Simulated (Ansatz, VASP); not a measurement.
MgInN: VASP beside Ansatz

```
Mg In N
1.0
     4.11625    0.00000    0.00000
     0.00000    4.11625    0.00000
     0.00000    0.00000    6.03549
Mg In N
2 2 2
Direct
  0.00000 0.50000 0.09650
  0.50000 0.00000 0.90350
  0.00000 0.50000 0.63960
  0.50000 0.00000 0.36040
  0.00000 0.00000 0.00000
  0.50000 0.50000 0.00000
```

Alike in both runs: functional PBE; k mesh 6 × 6 × 4; occupations gaussian, width 0.1 eV; no spin polarisation.

Ansatz relaxed the structure, and its values are those at the end. VASP's run is a single point on that final structure, the one shown.

|  | VASP | Ansatz |
| --- | --- | --- |
| version | VASP 6.6.1 | Ansatz 0.2.0 |
| potentials or method | VASP PAW PBE potentials, release 64 (Mg, In_d, N), cutoff 520 eV | scalar-relativistic, plane waves, PAW |
| valence electrons in the cell | 40 | 56 |

```tsv
	VASP	Ansatz	Ansatz less VASP
gap on the k mesh at the Fermi level (eV)	none	none	-
pressure (GPa)	0.0	0.2	+0.18
rms of the force components (eV/Å)	0.006	0.001	-0.0053
```

A gap of «none» marks a metal or a gap that the smearing closes. VASP's potentials hold 40 valence electrons a cell and Ansatz's 56, so a difference there can come from the potentials and not from the codes.
